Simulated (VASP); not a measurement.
Si7Ge, 16 atoms in the cell. Symmetry: Cmm2, No. 35, orthorhombic system. The conventional cell has a = 7.720 Å, b = 7.720 Å, c = 11.668 Å, α = 90.00°, β = 90.00°, γ = 90.00°. Within 3.1 Å of Si (site symmetry m) lie 3 Si at 2.36 Å and 1 Ge at 2.39 Å. Within 3.1 Å of Si (site symmetry m) lie 3 Si at 2.36 Å and 1 Ge at 2.39 Å. Si (site symmetry mm2) has 4 Si at 2.36 Å within 3.1 Å. Within 3.1 Å of Si (site symmetry mm2) lie 4 Si at 2.36 to 2.86 Å. Si (site symmetry 2) has 4 Si at 2.36 Å within 3.1 Å. Within 3.1 Å of Si (site symmetry 2) lie 4 Si at 2.36 Å. Within 3.1 Å of Si (site symmetry m) lie 3 Si at 2.36 to 2.86 Å and 1 Ge at 2.89 Å. Si (site symmetry m) has 3 Si at 2.36 Å and 1 Ge at 2.39 Å within 3.1 Å.  This cell differs from its parent crystal: the distance across one plane changed.

| Item | Value |
| --- | --- |
| Program | VASP 6.6.1 |
| Task | single point |
| Functional | PBEsol |
| Potentials or basis | VASP PAW PBE potentials, release 64 (Si, Ge_d) |
| Cutoff | 520 eV |
| k mesh | 6 × 6 × 3 |
| Occupations | gaussian, width 0.03 eV |
| Spin | no spin polarisation |
| Dipole correction | no |
| Further INCAR settings | LREAL = Auto; ALGO = Normal; EDIFF = 1e-07; NBANDS = 56 |

Potentials or basis: VASP PAW PBE potentials, release 64 (Si, Ge_d).

Command:

```sh
$ cat potpaw_PBE.64/Si/POTCAR potpaw_PBE.64/Ge_d/POTCAR > POTCAR
$ mpirun -np 1 vasp_std > vasp.out
```

Hardware: 1 thread of AMD EPYC 7R13, on a shared host.

Problem. Estimate the wall time of this run.

Solution. Wall time 21 min on 1 thread of AMD EPYC 7R13, with other jobs on the host, peak memory 0.54 GiB. Counts: scf iterations 14, k points 26.
